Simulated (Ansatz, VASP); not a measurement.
**Two plane-wave programs on SiC**

```
Si C
1.0
     0.00000    2.17612    2.17612
     2.17612    0.00000    2.17612
     2.17612    2.17612    0.00000
Si C
1 1
Cartesian
  1.0881 1.0881 1.0881
  0.0000 0.0000 0.0000
```

Alike in both runs: task single point; functional r2SCAN; dispersion rVV10; k mesh 12 × 12 × 12; occupations fermi-dirac, width 0.03 eV; no spin polarisation.

|  | VASP | Ansatz |
| --- | --- | --- |
| version | VASP 6.6.1 | Ansatz 0.2.0 |
| potentials or method | VASP PAW PBE potentials, release 64 (Si, C) | plane waves, PAW |
| plane-wave cutoff (eV) | 520 | 500 |
| valence electrons in the cell | 8 | 8 |

```tsv
	VASP	Ansatz	Ansatz less VASP
gap on the k mesh at the Fermi level (eV)	1.69	1.68	-0.010
pressure (GPa)	-0.1	0.0	+0.13
```

VASP's potentials were made for PBE, not for r2SCAN.
